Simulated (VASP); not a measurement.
CdS:

```xyz
2
Lattice="0.0000 2.8221 2.6156 2.8221 0.0000 2.6156 2.8221 2.8221 0.0000" Properties=species:S:1:pos:R:3 pbc="T T T"
Cd    0.0000    0.0000    0.0000
S     2.8221    2.8221    2.6156
```

This cell differs from its parent crystal: strain +0.025 along x and y, -0.050 along z.

Base run:

```yaml
Program: VASP 6.6.1
Functional: PBE
Potentials_or_basis: VASP PAW PBE potentials, release 64 (Cd, S)
Cutoff: 520 eV
k_mesh: 10 × 10 × 10
Occupations: gaussian, width 0.03 eV
Spin: no spin polarisation
```

Its results: band gap on the k mesh zero (band 9 reaches 2.89 eV, above the bottom of band 10 at 2.83 eV); pressure 0.9 GPa.

Problem. The run is repeated on the same cell with these changes: potentials or basis from VASP PAW PBE potentials, release 64 (Cd, S) to VASP PAW PBE potentials, release 64 (Cd_sv_GW, S); cutoff from 520 eV to 540 eV; further incar settings from ALGO = Normal; EDIFF = 1e-07; NBANDS = 16 to ALGO = Normal; EDIFF = 1e-06; NBANDS = 20; valence electrons from 18 to 26. What comes out?

Solution. Band gap on the k mesh zero (band 13 reaches 4.74 eV, above the bottom of band 14 at 4.67 eV); pressure -0.7 GPa.
